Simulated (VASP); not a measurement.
# AlNi3 (Pm-3m) in VASP: further runs, part 2 of 2

VASP 6.6.1. Earlier steps stand in the parts before.

### 4 Single point, PBE, collinear spin, ferromagnetic start (10.66 Å³/atom)

This run uses another cell than the first one, of 10.66 Å³/atom.

File INCAR:

```
SYSTEM = AlNi3
ALGO = Fast
EDIFF = 1E-7
ENCUT = 520
GGA = PE
ISIF = 2
ISMEAR = 0
ISPIN = 2
LASPH = .True.
LCHARG = .False.
LMAXMIX = 4
LORBIT = 11
LREAL = .False.
LWAVE = .False.
MAGMOM = 0 -0.3 -0.3 -0.3
NBANDS = 28
NELM = 150
PREC = Accurate
SIGMA = 0.1
```

File KPOINTS:

```
k-points
0
Gamma
  14 14 14
  0 0 0
```

File POSCAR:

```
AlNi3
1.0
    3.4939462814      0.0000000000      0.0000000000
    0.0000000000      3.4939462814      0.0000000000
    0.0000000000      0.0000000000      3.4939462814
Al Ni
1 3
Direct
    0.0000000000      0.0000000000      0.0000000000
    0.0000000000      0.5000000000      0.5000000000
    0.5000000000      0.0000000000      0.5000000000
    0.5000000000      0.5000000000      0.0000000000
```

Potentials or basis: VASP PAW PBE potentials, release 64 (Al, Ni).

Started as:

```bash
> cat potpaw_PBE.64/Al/POTCAR potpaw_PBE.64/Ni/POTCAR > POTCAR
> mpirun -np 1 vasp_std > vasp.out
```

OUTCAR:

```text
SYSTEM = AlNi3
   EDIFF = 1E-7
   ENCUT = 520
   GGA = PE
   ISIF = 2
   ISMEAR = 0
   ISPIN = 2
   LASPH = .True.
   LORBIT = 11
   LREAL = .False.
   NELM = 150
   PREC = Accurate

 ion  position               nearest neighbor table
   1  0.000  0.000  0.000-   2 2.47   3 2.47   4 2.47   2 2.47   3 2.47   2 2.47   4 2.47   2 2.47
                             3 2.47   4 2.47   3 2.47   4 2.47
   2  0.000  0.500  0.500-   1 2.47   3 2.47   4 2.47   1 2.47   4 2.47   1 2.47   3 2.47   1 2.47
                             3 2.47   4 2.47   4 2.47   3 2.47
   3  0.500  0.000  0.500-   1 2.47   2 2.47   4 2.47   1 2.47   4 2.47   2 2.47   4 2.47   4 2.47
                             1 2.47   2 2.47   1 2.47   2 2.47
   4  0.500  0.500  0.000-   1 2.47   2 2.47   3 2.47   2 2.47   3 2.47   1 2.47   3 2.47   3 2.47
                             1 2.47   2 2.47   2 2.47   1 2.47

  LATTYP: Found a simple cubic cell.
 ALAT       =     3.4939462814

  Lattice vectors:

 A1 = (   3.4939462814,   0.0000000000,   0.0000000000)
 A2 = (   0.0000000000,   3.4939462814,   0.0000000000)
 A3 = (   0.0000000000,   0.0000000000,   3.4939462814)

Analysis of symmetry for initial positions (statically):
=====================================================================
 Subroutine PRICEL returns:
 Original cell was already a primitive cell.

 Routine SETGRP: Setting up the symmetry group for a
 simple cubic supercell.

 Subroutine GETGRP returns: Found 48 space group operations
 (whereof 48 operations were pure point group operations)
 out of a pool of 48 trial point group operations.

The static configuration has the point symmetry O_h .

Analysis of symmetry for dynamics (positions and initial velocities):
=====================================================================
 Subroutine PRICEL returns:
 Original cell was already a primitive cell.

 Routine SETGRP: Setting up the symmetry group for a
 simple cubic supercell.

 Subroutine GETGRP returns: Found 48 space group operations
 (whereof 48 operations were pure point group operations)
 out of a pool of 48 trial point group operations.

The dynamic configuration has the point symmetry O_h .

Analysis of structural, dynamic, and magnetic symmetry:
=====================================================================
 Subroutine PRICEL returns:
 Original cell was already a primitive cell.

 Routine SETGRP: Setting up the symmetry group for a
 simple cubic supercell.

 Subroutine GETGRP returns: Found 48 space group operations
 (whereof 48 operations were pure point group operations)
 out of a pool of 48 trial point group operations.

The overall configuration has the point symmetry O_h .

 Subroutine INISYM returns: Found 48 space group operations
 (whereof 48 operations are pure point group operations),
 and found     1 'primitive' translations

----------------------------------------------------------------------------------------

                                     Primitive cell

  volume of cell :      42.6529

  direct lattice vectors                    reciprocal lattice vectors
     3.493946281  0.000000000  0.000000000     0.286209323  0.000000000  0.000000000
     0.000000000  3.493946281  0.000000000     0.000000000  0.286209323  0.000000000
     0.000000000  0.000000000  3.493946281     0.000000000  0.000000000  0.286209323

  length of vectors
[... 83 lines left out ...]
   LASPH  =      T    aspherical Exc in radial PAW
   ENCUT  =  520.0 eV  38.22 Ry    6.18 a.u.   6.50  6.50  6.50*2*pi/ulx,y,z
   NELM   =    150;   NELMIN=  2; NELMDL= -5     # of ELM steps
   EDIFF  = 0.1E-06   stopping-criterion for ELM
   LREAL  =      F    real-space projection
   EDIFFG = 0.1E-05   stopping-criterion for IOM
   NSW    =      0    number of steps for IOM
   IBRION =     -1    ionic relax: 0-MD 1-quasi-New 2-CG
   NFREE  =      0    steps in history (QN), initial steepest desc. (CG)
   ISIF   =      2    stress and relaxation
   ISYM   =      2    0-nonsym 1-usesym 2-fastsym
   POTIM  = 0.5000    time-step for ionic-motion
   TEBEG  =    0.0;   TEEND  =   0.0 temperature during run
   PSTRESS=    0.0 pullay stress
   NELECT =      33.0000    total number of electrons
   NUPDOWN=      -1.0000    fix difference up-down
   EMIN   =  10.00;   EMAX   =-10.00  energy-range for DOS
   EFERMI =   0.00;   METHOD = LEGACY
   ISMEAR =     0;   SIGMA  =   0.10  broadening in eV -4-tet -1-fermi 0-gaus
   EFERMI_NEDOS =   21; number of points for ismear=-14 and -15
   IALGO  =     68    algorithm
   IMIX   =      4    mixing-type and parameters
     AMIX     =   0.40;   BMIX     =  1.00
     AMIX_MAG =   1.60;   BMIX_MAG =  1.00
  volume/ion in A,a.u.               =      10.66        71.96
  Fermi-wavevector in a.u.,A,eV,Ry     =   1.502899  2.840068 30.731570  2.258707
  Thomas-Fermi vector in A             =   2.614080
   LORBIT       =     11    0 simple, 1 ext, 2 COOP (PROOUT), +10 PAW based schemes
   GGA     = PE    functional components
   LHFCALC =     F    Hartree Fock is set to
   AEXX    =    0.0000 exact exchange contribution
   IVDW    =     0    specifies the selected vdW correction
   LEPSILON=     F    determine dielectric tensor
   LRPA    =     F    only Hartree local field effects (RPA)
 spin polarized calculation
 RMM-DIIS sequential band-by-band and
 Gauss-broadening in eV      SIGMA  =   0.10
  energy-cutoff  :      520.00
  volume of cell :       42.65
 maximum number of plane-waves:      1189
 NGX is ok and might be reduce to    28
   NGX = 13   NGY = 13   NGZ = 13

 number of electron      32.9999976 magnetization      -0.6823100

 Free energy of the ion-electron system (eV)
  ---------------------------------------------------
  ext. energy  EPLUGINS =         0.00000000
  ---------------------------------------------------
  free energy    TOTEN  =       -21.80199586 eV

  energy without entropy =      -21.78548084  energy(sigma->0) =      -21.79373835

 E-fermi :  10.2853     XC(G=0): -12.9896

 val. band max:       10.2835640705   @ k =   0.0714   0.0714   0.0000
 cond. band min:      10.2884717957   @ k =   0.3571   0.2857   0.1429
 fundamental gap:      0.0049077252
 Fermi energy:        10.2852856311

 spin component 1

 k-point     1 :       0.0000    0.0000    0.0000
  band No.  band energies     occupation
      1      -0.0869      1.00000
      2       5.7294      1.00000
      3       6.5049      1.00000
      4       6.5049      1.00000
      5       7.0132      1.00000
      6       7.0132      1.00000
[... 733 lines left out ...]
     27      24.7942      0.00000
     28      25.5020      0.00000

 [... further k-points ...]

 spin component 2

 k-point     1 :       0.0000    0.0000    0.0000
  band No.  band energies     occupation
      1      -0.0601      1.00000
      2       5.6553      1.00000
      3       6.3614      1.00000
      4       6.3614      1.00000
      5       6.7404      1.00000
      6       6.7404      1.00000
[... 733 lines left out ...]
     27      24.7749      0.00000
     28      25.4922      0.00000

 [... further k-points ...]
[... 5 lines left out ...]
  --------------------------------------------------------------------------------------
  -------------------------------------------------------------------------------------
  Total        3.4281189      3.4281189      3.4281189      0.0000000      0.0000000      0.0000000
  in kB      128.7709182    128.7709182    128.7709182      0.0000000      0.0000000      0.0000000
  external PRESSURE =     128.7709182 kB  Pullay stress =       0.0000000 kB

 VOLUME and BASIS-vectors are now :
 -----------------------------------------------------------------------------
  energy-cutoff  :      520.00
  volume of cell :       42.65
      direct lattice vectors                 reciprocal lattice vectors
     3.493946281  0.000000000  0.000000000     0.286209323  0.000000000  0.000000000
     0.000000000  3.493946281  0.000000000     0.000000000  0.286209323  0.000000000
     0.000000000  0.000000000  3.493946281     0.000000000  0.000000000  0.286209323

 POSITION                                       TOTAL-FORCE (eV/Angst)
 -----------------------------------------------------------------------------------
      0.00000      0.00000      0.00000         0.000000      0.000000      0.000000
      0.00000      1.74697      1.74697         0.000000      0.000000      0.000000
      1.74697      0.00000      1.74697         0.000000      0.000000      0.000000
      1.74697      1.74697      0.00000         0.000000      0.000000      0.000000
 -----------------------------------------------------------------------------------
    total drift:                                0.000000      0.000000      0.000000

  FREE ENERGIE OF THE ION-ELECTRON SYSTEM (eV)
  ---------------------------------------------------
  free  energy   TOTEN  =       -21.8019958635 eV

  energy  without entropy=      -21.7854808383  energy(sigma->0) =      -21.79373835

 total charge

# of ion       s       p       d       tot
------------------------------------------
    1        0.415   0.417   0.000   0.832
    2        0.519   0.569   8.409   9.497
    3        0.519   0.569   8.409   9.497
    4        0.519   0.569   8.409   9.497
--------------------------------------------------
tot          1.971   2.125  25.226  29.322

 magnetization (x)

# of ion       s       p       d       tot
------------------------------------------
    1        0.001   0.008   0.000   0.008
    2        0.003   0.009  -0.254  -0.241
    3        0.003   0.009  -0.254  -0.241
    4        0.003   0.009  -0.254  -0.241
--------------------------------------------------
tot          0.009   0.036  -0.761  -0.716
```

Run time: 2.7 min. Hardware: 1 thread of Intel Xeon 6975P-C (Granite Rapids), shared host; peak memory 0.32 GiB.

What came out:

```
Free energy                                           : -21.8020 eV
Pressure                                              : 12.9 GPa
Net moment                                            : -0.68 μB per cell
Site moments                                          : Al +0.01; Ni -0.24 μB
Valence electrons inside the program's atomic spheres : Al 0.83; Ni 9.50
```

Caveat: the cell stands under pressure.

### 5 The runs side by side

| cell | gap on the mesh (eV) | pressure (GPa) | moment (μB) |
| --- | --- | --- | --- |
| a = 3.637 Å, 4 atoms | none | -9.2 | 0.73 |
| a = 3.682 Å, 4 atoms | none | -13.7 | 0.75 |
| a = 3.494 Å, 4 atoms | none | 12.9 | 0.68 |

Alike in all rows: task single point; level PBE; potentials or basis VASP PAW PBE potentials, release 64 (Al, Ni); spin collinear, ferromagnetic start; k mesh 14 × 14 × 14; cutoff (eV) 520; smearing gaussian 0.1 eV.

Caveats: the cell stands under tension (at least some runs); the cell stands under pressure (at least some runs).

Total energies depend on the potentials used, so only differences within one code and one set of settings carry meaning.
